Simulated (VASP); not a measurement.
Input of a VASP 6.6.1 run:

The input INCAR:

```
  PREC = Accurate
  ENCUT = 520
  EDIFF = 1E-6
  ISMEAR = -1
  SIGMA = 0.08
  LREAL = F
  LASPH = T
  NELM = 80
  ALGO = Normal
  ISIF = 2
  LWAVE = F
  LCHARG = F
  GGA = PE
  NBANDS = 12
```

Contents of KPOINTS:

```
Automatic mesh
0
Gamma
  16 16 16
```

POSCAR

```
Ag
1.0
    0.0000000000      2.0740608262      2.0740608262
    2.0740608262      0.0000000000      2.0740608262
    2.0740608262      2.0740608262      0.0000000000
Ag
1
Direct
    0.0000000000      0.0000000000      0.0000000000
```

Potentials or basis: VASP PAW PBE potentials, release 64 (Ag).

The run is started by

```bash
$ cat potpaw_PBE.64/Ag/POTCAR > POTCAR
$ mpirun -np 1 vasp_std > vasp.out
```

**Question.** Estimate the pressure.

**Answer.** -0.1 GPa.
